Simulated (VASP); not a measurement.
# Ti (Fm-3m) in VASP: a series of runs

The runs below take Ti through single point, with PBE.

Everything below comes from runs of VASP 6.6.1. Logs are shortened: lines on timing, memory, paths and dates and some standing lists are left out, and cuts for length are marked.

## Step 1: The cell of the first run

It takes space group Fm-3m (No. 225, cubic). Conventional cell: a = 3.618 Å, b = 3.618 Å, c = 3.618 Å, α = 90.00°, β = 90.00°, γ = 90.00°. Within 3.4 Å of Ti (site symmetry m-3m) lie 12 Ti at 2.56 Å.

This isn't the form of Ti at room conditions, which is hcp.

## Step 2: Single point, PBE (11.84 Å³/atom)

The input, INCAR:

```
PREC = Accurate ; ENCUT = 520
EDIFF = 1E-7 ; ISMEAR = -1
SIGMA = 0.08 ; LREAL = F
LASPH = T ; NELM = 100
ALGO = Normal ; ISIF = 2
LWAVE = F ; LCHARG = F
GGA = PE ; NBANDS = 12
```

The input, KPOINTS:

```
Automatic mesh
0
Gamma
  18 18 18
```

The input, POSCAR:

```
Ti
1.0
    0.0000000000      1.8088397809      1.8088397809
    1.8088397809      0.0000000000      1.8088397809
    1.8088397809      1.8088397809      0.0000000000
Ti
1
Direct
    0.0000000000      0.0000000000      0.0000000000
```

Potentials or basis: VASP PAW PBE potentials, release 64 (Ti_sv).

On the command line:

```bash
$ cat potpaw_PBE.64/Ti_sv/POTCAR > POTCAR
$ mpirun -np 1 vasp_std > vasp.out
```

OUTCAR:

```text
PREC = Accurate
   ENCUT = 520
   EDIFF = 1E-7
   ISMEAR = -1
   LREAL = F
   LASPH = T
   NELM = 100
   ISIF = 2
   GGA = PE

 ion  position               nearest neighbor table
   1  0.000  0.000  0.000-

  LATTYP: Found a face centered cubic cell.
 ALAT       =     3.6176795618

  Lattice vectors:

 A1 = (   0.0000000000,   1.8088397809,   1.8088397809)
 A2 = (   1.8088397809,   0.0000000000,   1.8088397809)
 A3 = (   1.8088397809,   1.8088397809,   0.0000000000)

Analysis of symmetry for initial positions (statically):
=====================================================================
 Subroutine PRICEL returns:
 Original cell was already a primitive cell.

 Routine SETGRP: Setting up the symmetry group for a
 face centered cubic supercell.

 Subroutine GETGRP returns: Found 48 space group operations
 (whereof 48 operations were pure point group operations)
 out of a pool of 48 trial point group operations.

The static configuration has the point symmetry O_h .

Analysis of symmetry for dynamics (positions and initial velocities):
=====================================================================
 Subroutine PRICEL returns:
 Original cell was already a primitive cell.

 Routine SETGRP: Setting up the symmetry group for a
 face centered cubic supercell.

 Subroutine GETGRP returns: Found 48 space group operations
 (whereof 48 operations were pure point group operations)
 out of a pool of 48 trial point group operations.

The dynamic configuration has the point symmetry O_h .

 Subroutine INISYM returns: Found 48 space group operations
 (whereof 48 operations are pure point group operations),
 and found     1 'primitive' translations

----------------------------------------------------------------------------------------

                                     Primitive cell

  volume of cell :      11.8367

  direct lattice vectors                    reciprocal lattice vectors
     0.000000000  1.808839781  1.808839781    -0.276420281  0.276420281  0.276420281
     1.808839781  0.000000000  1.808839781     0.276420281 -0.276420281  0.276420281
     1.808839781  1.808839781  0.000000000     0.276420281  0.276420281 -0.276420281

  length of vectors
     2.558085750  2.558085750  2.558085750     0.478773970  0.478773970  0.478773970

  position of ions in fractional coordinates (direct lattice)
     0.000000000  0.000000000  0.000000000

  ion indices of the primitive-cell ions
   primitive index   ion index
                 1           1

----------------------------------------------------------------------------------------

 KPOINTS: Automatic mesh

Automatic generation of k-mesh.
 Grid dimensions read from file:
 generate k-points for:   18   18   18

 Generating k-lattice:

  Cartesian coordinates                     Fractional coordinates (reciprocal lattice)
    -0.015356682  0.015356682  0.015356682     0.055555556  0.000000000  0.000000000
     0.015356682 -0.015356682  0.015356682     0.000000000  0.055555556  0.000000000
     0.015356682  0.015356682 -0.015356682     0.000000000  0.000000000  0.055555556

  Length of vectors
     0.026598554  0.026598554  0.026598554

  Shift w.r.t. Gamma in fractional coordinates (k-lattice)
     0.000000000  0.000000000  0.000000000

 Subroutine IBZKPT returns following result:
 ===========================================

 Found    195 irreducible k-points:

 Following reciprocal coordinates:
            Coordinates               Weight
  0.000000  0.000000  0.000000      1.000000
  0.055556  0.000000  0.000000      8.000000
  0.111111  0.000000  0.000000      8.000000
  0.166667  0.000000  0.000000      8.000000
  0.222222  0.000000  0.000000      8.000000
  0.277778  0.000000  0.000000      8.000000
[... 16 lines left out ...]
 -0.277778  0.055556  0.000000     24.000000
 -0.222222  0.055556  0.000000     24.000000
 [... further k-points ...]
   k-points           NKPTS =    195   k-points in BZ     NKDIM =    195   number of bands    NBANDS=     12
   number of dos      NEDOS =    301   number of ions     NIONS =      1
   total plane-waves  NPLWV =   8000
   dimension x,y,z NGX =    20 NGY =   20 NGZ =   20
   dimension x,y,z NGXF=    40 NGYF=   40 NGZF=   40
   ions per type =               1
   NGX,Y,Z   is equivalent  to a cutoff of  13.00, 13.00, 13.00 a.u.
   NGXF,Y,Z  is equivalent  to a cutoff of  26.00, 26.00, 26.00 a.u.
 SYSTEM =  unknown system
   PREC   = accura    normal or accurate (medium, high low for compatibility)
   ISTART =      0    job   : 0-new  1-cont  2-samecut
   ICHARG =      2    charge: 1-file 2-atom 10-const
   ISPIN  =      1    spin polarized calculation?
   LNONCOLLINEAR =      F non collinear calculations
   LSORBIT =      F    spin-orbit coupling
   LASPH  =      T    aspherical Exc in radial PAW
   ENCUT  =  520.0 eV  38.22 Ry    6.18 a.u.   4.76  4.76  4.76*2*pi/ulx,y,z
   NELM   =    100;   NELMIN=  2; NELMDL= -5     # of ELM steps
   EDIFF  = 0.1E-06   stopping-criterion for ELM
   LREAL  =      F    real-space projection
   EDIFFG = 0.1E-05   stopping-criterion for IOM
   NSW    =      0    number of steps for IOM
   IBRION =     -1    ionic relax: 0-MD 1-quasi-New 2-CG
   NFREE  =      0    steps in history (QN), initial steepest desc. (CG)
   ISIF   =      2    stress and relaxation
   ISYM   =      2    0-nonsym 1-usesym 2-fastsym
   POTIM  = 0.5000    time-step for ionic-motion
   TEBEG  =    0.0;   TEEND  =   0.0 temperature during run
   PSTRESS=    0.0 pullay stress
   NELECT =      12.0000    total number of electrons
   NUPDOWN=      -1.0000    fix difference up-down
   EMIN   =  10.00;   EMAX   =-10.00  energy-range for DOS
   EFERMI =   0.00;   METHOD = LEGACY
   ISMEAR =    -1;   SIGMA  =   0.08  broadening in eV -4-tet -1-fermi 0-gaus
   EFERMI_NEDOS =   21; number of points for ismear=-14 and -15
   IALGO  =     38    algorithm
   IMIX   =      4    mixing-type and parameters
     AMIX     =   0.40;   BMIX     =  1.00
     AMIX_MAG =   1.60;   BMIX_MAG =  1.00
  volume/ion in A,a.u.               =      11.84        79.88
  Fermi-wavevector in a.u.,A,eV,Ry     =   1.644593  3.107830 36.799496  2.704687
  Thomas-Fermi vector in A             =   2.734533
   LORBIT       =      0    0 simple, 1 ext, 2 COOP (PROOUT), +10 PAW based schemes
   GGA     = PE    functional components
   LHFCALC =     F    Hartree Fock is set to
   AEXX    =    0.0000 exact exchange contribution
   IVDW    =     0    specifies the selected vdW correction
   LEPSILON=     F    determine dielectric tensor
   LRPA    =     F    only Hartree local field effects (RPA)
 non-spin polarized calculation
  energy-cutoff  :      520.00
  volume of cell :       11.84
 maximum number of plane-waves:       332
   NGX =  9   NGY =  9   NGZ =  9

 number of electron      11.9999998 magnetization

 Free energy of the ion-electron system (eV)
  ---------------------------------------------------
  ext. energy  EPLUGINS =         0.00000000
  ---------------------------------------------------
  free energy    TOTEN  =        -6.79374468 eV

  energy without entropy =       -6.77138391  energy(sigma->0) =       -6.78256430

 E-fermi :  12.9864     XC(G=0): -13.4335

 val. band max:       12.9828036940   @ k =  -0.4444   0.1111   0.0000
 cond. band min:      12.9908536547   @ k =   0.4444   0.1111   0.0000
 fundamental gap:      0.0080499607
 Fermi energy:        12.9864479236

 k-point     1 :       0.0000    0.0000    0.0000
  band No.  band energies     occupation
      1     -43.3958      2.00000
      2     -18.3863      2.00000
      3     -18.3863      2.00000
      4     -18.3863      2.00000
      5       6.3153      2.00000
      6      13.9429      0.00001
      7      13.9429      0.00001
      8      13.9429      0.00001
      9      16.6464      0.00000
     10      16.6464      0.00000
     11      30.3807      0.00000
     12      36.9019      0.00000

 k-point     2 :       0.0556    0.0000    0.0000
  band No.  band energies     occupation
      1     -43.3805      2.00000
      2     -18.4563      2.00000
      3     -18.3941      2.00000
      4     -18.3941      2.00000
      5       6.4648      2.00000
      6      13.8402      0.00005
      7      14.0024      0.00001
      8      14.0024      0.00001
      9      16.6000      0.00000
     10      16.6000      0.00000
     11      30.5953      0.00000
     12      35.9558      0.00000

 k-point     3 :       0.1111    0.0000    0.0000
  band No.  band energies     occupation
      1     -43.3363      2.00000
      2     -18.6556      2.00000
      3     -18.4165      2.00000
      4     -18.4165      2.00000
      5       6.8936      2.00000
      6      13.5718      0.00133
      7      14.1569      0.00000
      8      14.1569      0.00000
      9      16.4945      0.00000
     10      16.4945      0.00000
     11      31.1621      0.00000
     12      34.2298      0.00000

 k-point     4 :       0.1667    0.0000    0.0000
  band No.  band energies     occupation
      1     -43.2679      2.00000
      2     -18.9549      2.00000
      3     -18.4507      2.00000
      4     -18.4507      2.00000
      5       7.5384      2.00000
      6      13.2427      0.07809
      7      14.3242      0.00000
      8      14.3242      0.00000
      9      16.4336      0.00000
     10      16.4336      0.00000
     11      31.8439      0.00000
     12      32.4948      0.00000

 k-point     5 :       0.2222    0.0000    0.0000
  band No.  band energies     occupation
      1     -43.1828      2.00000
      2     -19.3130      2.00000
      3     -18.4922      2.00000
      4     -18.4922      2.00000
      5       8.2790      2.00000
      6      13.0055      0.88138
      7      14.3762      0.00000
      8      14.3762      0.00000
      9      16.5649      0.00000
     10      16.5649      0.00000
     11      30.9109      0.00000
     12      32.2557      0.00000

 k-point     6 :       0.2778    0.0000    0.0000
  band No.  band energies     occupation
      1     -43.0908      2.00000
      2     -19.6843      2.00000
      3     -18.5360      2.00000
      4     -18.5360      2.00000
      5       8.9218      2.00000
      6      13.0536      0.60326
      7      14.2637      0.00000
      8      14.2637      0.00000
      9      16.9396      0.00000
     10      16.9396      0.00000
     11      29.5074      0.00000
     12      32.0502      0.00000

 k-point     7 :       0.3333    0.0000    0.0000
  band No.  band energies     occupation
      1     -43.0027      2.00000
      2     -20.0250      2.00000
      3     -18.5767      2.00000
      4     -18.5767      2.00000
      5       9.2823      2.00000
      6      13.5247      0.00239
      7      14.0676      0.00000
      8      14.0676      0.00000
      9      17.4517      0.00000
     10      17.4517      0.00000
     11      28.2708      0.00000
     12      31.3171      0.00000

 k-point     8 :       0.3889    0.0000    0.0000
  band No.  band energies     occupation
      1     -42.9299      2.00000
      2     -20.2976      2.00000
      3     -18.6098      2.00000
      4     -18.6098      2.00000
      5       9.3801      2.00000
      6      13.8779      0.00003
      7      13.8779      0.00003
      8      14.2888      0.00000
      9      17.9561      0.00000
     10      17.9561      0.00000
     11      27.2020      0.00000
     12      30.4737      0.00000
[... 166 lines left out ...]
 k-point    20 :      -0.4444    0.0556    0.0000
  band No.  band energies     occupation
      1     -42.8657      2.00000
      2     -20.4856      2.00000
      3     -18.6905      2.00000
      4     -18.6390      2.00000
      5       9.4824      2.00000
      6      13.5252      0.00238
      7      13.8086      0.00007
      8      14.9629      0.00000
      9      18.2852      0.00000
     10      18.8177      0.00000
     11      26.2044      0.00000
     12      29.9326      0.00000

 k-point    21 :      -0.3889    0.0556    0.0000
  band No.  band energies     occupation
      1     -42.9034      2.00000
      2     -20.3499      2.00000
      3     -18.6833      2.00000
      4     -18.6112      2.00000
      5       9.5039      2.00000
      6      13.6462      0.00052
      7      13.8987      0.00002
      8      14.4041      0.00000
      9      17.8678      0.00000
     10      18.5774      0.00000
     11      26.9177      0.00000
     12      30.3839      0.00000

 k-point    22 :      -0.3333    0.0556    0.0000
  band No.  band energies     occupation
      1     -42.9681      2.00000
      2     -20.1127      2.00000
      3     -18.6605      2.00000
      4     -18.5729      2.00000
      5       9.4601      2.00000
      6      13.5733      0.00130
      7      13.9239      0.00002
      8      14.0678      0.00000
      9      17.3072      0.00000
     10      18.1302      0.00000
     11      27.9675      0.00000
     12      31.1354      0.00000

 k-point    23 :      -0.2778    0.0556    0.0000
  band No.  band energies     occupation
      1     -43.0511      2.00000
      2     -19.7991      2.00000
      3     -18.6243      2.00000
      4     -18.5286      2.00000
      5       9.1988      2.00000
      6      13.0360      0.69970
      7      14.1195      0.00000
      8      14.2790      0.00000
      9      16.7234      0.00000
     10      17.5989      0.00000
     11      29.1767      0.00000
     12      31.9326      0.00000

 k-point    24 :      -0.2222    0.0556    0.0000
  band No.  band energies     occupation
      1     -43.1419      2.00000
      2     -19.4436      2.00000
      3     -18.5787      2.00000
      4     -18.4836      2.00000
      5       8.6317      2.00000
      6      12.8736      1.60782
      7      14.3088      0.00000
      8      14.4481      0.00000
      9      16.2625      0.00000
     10      17.1132      0.00000
     11      30.5092      0.00000
     12      32.3609      0.00000

 [... further k-points ...]
[... 5 lines left out ...]
  --------------------------------------------------------------------------------------
  -------------------------------------------------------------------------------------
  Total        5.6074389      5.6074389      5.6074389      0.0000000      0.0000000      0.0000000
  in kB      759.0053469    759.0053469    759.0053469      0.0000000      0.0000000      0.0000000
  external PRESSURE =     759.0053469 kB  Pullay stress =       0.0000000 kB

 VOLUME and BASIS-vectors are now :
 -----------------------------------------------------------------------------
  energy-cutoff  :      520.00
  volume of cell :       11.84
      direct lattice vectors                 reciprocal lattice vectors
     0.000000000  1.808839781  1.808839781    -0.276420281  0.276420281  0.276420281
     1.808839781  0.000000000  1.808839781     0.276420281 -0.276420281  0.276420281
     1.808839781  1.808839781  0.000000000     0.276420281  0.276420281 -0.276420281

 POSITION                                       TOTAL-FORCE (eV/Angst)
 -----------------------------------------------------------------------------------
      0.00000      0.00000      0.00000        -0.000000      0.000000     -0.000000
 -----------------------------------------------------------------------------------
    total drift:                                0.000000      0.000000      0.000000

  FREE ENERGIE OF THE ION-ELECTRON SYSTEM (eV)
  ---------------------------------------------------
  free  energy   TOTEN  =        -6.7937446762 eV

  energy  without entropy=       -6.7713839140  energy(sigma->0) =       -6.78256430
```

Run time: 43 s. Hardware: 1 thread of Intel Xeon 8259CL, shared host; peak memory 0.15 GiB.

Results:

| Property | Result |
| --- | --- |
| Free energy | -6.7937 eV |
| Pressure | 75.9 GPa |
| Band gap on the k mesh | zero (bands 6 and 7 overlap by 1.76 eV) |

Caveat: the cell stands under pressure.

## Step 3: Single point, PBE (11.84 Å³/atom)

The input, INCAR:

```
SYSTEM = Ti
  PREC = Accurate
  ENCUT = 520
  EDIFF = 1E-6
  ISMEAR = -1
  SIGMA = 0.08
  LREAL = .FALSE.
  LASPH = .TRUE.
  NELM = 100
  ALGO = Normal
  ISIF = 2
  LWAVE = .FALSE.
  LCHARG = .FALSE.
  GGA = PE
  NBANDS = 12
```

The input, KPOINTS:

```
Automatic mesh
0
G
  18 18 18
  0 0 0
```

POSCAR is that of step 2.

Potentials or basis: VASP PAW PBE potentials, release 64 (Ti_sv).

On the command line:

```bash
$ cat potpaw_PBE.64/Ti_sv/POTCAR > POTCAR
$ mpirun -np 1 vasp_std > vasp.out
```

Run time: 39 s. Hardware: 1 thread of Intel Xeon 8259CL, shared host; peak memory 0.14 GiB.

It converged, with:

```yaml
Free_energy: -6.7937 eV
Pressure: 75.9 GPa
Band_gap_on_the_k_mesh: zero (bands 6 and 7 overlap by 1.76 eV)
```

Levels at points of the mesh, in eV from the Fermi level:
```csv
k point,band 2,band 3,band 4,band 5,band 6,band 7,band 8,band 9,band 10,band 11
"(0.00, 0.00, 0.00)",-31.37,-31.37,-31.37,-6.67,0.96,0.96,0.96,3.66,3.66,17.39
"(0.50, 0.00, 0.00)",-33.52,-31.63,-31.63,-3.63,0.71,0.71,2.30,5.47,5.47,13.10
"(0.50, 0.50, 0.00)",-33.35,-32.09,-32.09,-4.32,-3.16,5.46,5.49,5.96,5.96,15.81
```

Caveat: the cell stands under pressure.

## Step 4: Single point, PBE (13.23 Å³/atom)

This run uses another cell than the first one, of 13.23 Å³/atom.

The input, INCAR:

```
ALGO     = Normal         # electronic algorithm
EDIFF    = 1E-7           # SCF threshold, eV
ENCUT    = 520            # plane-wave cutoff, eV
GGA      = PE             # functional
ISIF     = 2              # what is computed and relaxed
ISMEAR   = -1             # smearing method
LASPH    = T              # aspherical terms in the spheres
LCHARG   = F              # write CHGCAR
LREAL    = F              # projectors in reciprocal space
LWAVE    = F              # write WAVECAR
NBANDS   = 12             # bands
NELM     = 100            # most SCF steps
PREC     = Accurate       # precision mode
SIGMA    = 0.08           # smearing width, eV
```

The input, KPOINTS:

```
k-points
0
Gamma
  18 18 18
```

The input, POSCAR:

```
Ti
1.0
    0.0000000000      1.8771615957      1.8771615957
    1.8771615957      0.0000000000      1.8771615957
    1.8771615957      1.8771615957      0.0000000000
Ti
1
Direct
    0.0000000000      0.0000000000      0.0000000000
```

On the command line:

```bash
$ cat potpaw_PBE.64/Ti_sv/POTCAR > POTCAR
$ mpirun -np 1 vasp_std > vasp.out
```

Wall time 38 s (1 thread of Intel Xeon 8259CL, shared host); peak memory 0.15 GiB.

The run converged. Its results:

| Item | Value |
| --- | --- |
| Free energy | -7.3129 eV |
| Pressure | 45.3 GPa |
| Band gap on the k mesh | zero (bands 6 and 7 overlap by 1.67 eV) |

Levels at points of the mesh, in eV from the Fermi level:
```tsv
k point	band 2	band 3	band 4	band 5	band 6	band 7	band 8	band 9	band 10	band 11
(0.00, 0.00, 0.00)	-31.74	-31.74	-31.74	-6.61	0.97	0.97	0.97	3.32	3.32	16.76
(0.50, 0.00, 0.00)	-33.30	-31.92	-31.92	-3.29	0.77	0.77	1.63	4.88	4.88	11.46
(0.50, 0.50, 0.00)	-33.18	-32.27	-32.27	-3.72	-2.65	4.49	4.87	5.29	5.29	14.11
```

Caveat: the cell stands under pressure.

## Step 5: Single point, PBE (14.62 Å³/atom)

This run uses another cell than the first one, of 14.62 Å³/atom.

The input, INCAR:

```
ALGO = Normal
EDIFF = 1E-6
ENCUT = 520
GGA = PE
ISIF = 2
ISMEAR = -1
LASPH = T
LCHARG = F
LREAL = F
LWAVE = F
NBANDS = 12
NELM = 100
PREC = Accurate
SIGMA = 0.08
```

KPOINTS is that of step 4.

The input, POSCAR:

```
Ti
1.0
    0.0000000000      1.9408421936      1.9408421936
    1.9408421936      0.0000000000      1.9408421936
    1.9408421936      1.9408421936      0.0000000000
Ti
1
Direct
    0.0000000000      0.0000000000      0.0000000000
```

On the command line:

```bash
$ cat potpaw_PBE.64/Ti_sv/POTCAR > POTCAR
$ mpirun -np 1 vasp_std > vasp.out
```

Run time: 30 s. Hardware: 1 thread of Intel Xeon 8259CL, shared host; peak memory 0.15 GiB.

Results (log left out):

```
Free energy            : -7.6107 eV
Pressure               : 24.4 GPa
Band gap on the k mesh : zero (bands 6 and 7 overlap by 1.56 eV)
```

Levels at points of the mesh, in eV from the Fermi level:
```csv
k point,band 4,band 5,band 6,band 7,band 8,band 9
"(0.00, 0.00, 0.00)",-32.05,-6.46,0.96,0.96,0.96,3.01
"(0.50, 0.00, 0.00)",-32.19,-3.01,0.79,0.79,1.17,4.37
"(0.50, 0.50, 0.00)",-32.45,-3.25,-2.25,3.77,4.37,4.73
```

Caveat: the cell stands under pressure.

## Step 6: Overview

| cell | gap on the mesh (eV) | pressure (GPa) |
| --- | --- | --- |
| a = 2.558 Å, angles 60.0°, 1 atom | none | 75.9 |
| a = 2.655 Å, angles 60.0°, 1 atom | none | 45.3 |
| a = 2.745 Å, angles 60.0°, 1 atom | none | 24.4 |

Alike in all rows: task single point; level PBE; potentials or basis VASP PAW PBE potentials, release 64 (Ti_sv); no spin polarisation; k mesh 18 × 18 × 18; cutoff (eV) 520; smearing fermi-dirac 0.08 eV.

Caveats: the cell stands under pressure.

Absolute energies hang on the potentials; compare differences alone.
